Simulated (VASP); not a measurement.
Wanted: the native input for a VASP 6.6.1 run.

```
Task                   : single point
Functional             : r2SCAN
Potentials or basis    : VASP PAW PBE potentials, release 64 (Pt)
Cutoff                 : 550 eV
k mesh                 : 13 × 13 × 13
Occupations            : fermi-dirac, width 0.05 eV
Spin                   : no spin polarisation
Dipole correction      : no
Further INCAR settings : ALGO = Normal; EDIFF = 1e-06; NBANDS = 17
```

Crystal: Pt.

```xyz
2
Lattice="0.0000 2.8599 2.8599 2.8599 0.0000 2.8599 2.8599 2.8599 0.0000" Properties=species:S:1:pos:R:3 pbc="T T T"
Pt    5.7198    5.7198    5.7198
Pt    1.4300    1.4300    1.4300
```

This isn't the form of Pt at room conditions, which is fcc.

These files were run (other wordings do the same):

POSCAR

```
Pt
1.0
    0.0000000000      2.8599131790      2.8599131790
    2.8599131790      0.0000000000      2.8599131790
    2.8599131790      2.8599131790      0.0000000000
Pt
2
Direct
    1.0000000000      1.0000000000      1.0000000000
    0.2500000000      0.2500000000      0.2500000000
```

INCAR.step1

```
SYSTEM = Pt
PREC = Accurate
ENCUT = 550
ISMEAR = -1
SIGMA = 0.05
LREAL = .False.
LASPH = .True.
NELM = 120
NBANDS = 17
GGA = PE
ALGO = Normal
EDIFF = 1E-5
LWAVE = .True.
LCHARG = .False.
GGA_COMPAT = .False.
```

INCAR.step2

```
SYSTEM = Pt
PREC = Accurate
ENCUT = 550
EDIFF = 1E-6
ISMEAR = -1
SIGMA = 0.05
LREAL = .False.
LASPH = .True.
NELM = 120
ALGO = Normal
ISIF = 2
LWAVE = .False.
LCHARG = .False.
METAGGA = R2SCAN
LMIXTAU = .True.
NBANDS = 17
ISTART = 1
GGA_COMPAT = .False.
```

KPOINTS

```
Automatic mesh
0
Gamma
  13 13 13
  0 0 0
```

Potentials or basis: VASP PAW PBE potentials, release 64 (Pt).

Run with:

```console
$ cat potpaw_PBE.64/Pt/POTCAR > POTCAR
$ cp INCAR.step1 INCAR
$ mpirun -np 1 vasp_std > vasp.out
$ cp INCAR.step2 INCAR
$ mpirun -np 1 vasp_std > vasp.out
```

Results of the run:

```
Pressure               : 0.1 GPa
Band gap on the k mesh : zero (bands 10 and 11 overlap by 0.63 eV)
```

Caveat: the PAW data sets were made with another functional, which shifts forces and pressure a little; spin-orbit coupling is left out, which moves the levels of the heavy elements.

Wall time 3.7 min on 1 thread of AMD EPYC 7R13 Processor (Zen 3), with other jobs on the host, peak memory 0.19 GiB.
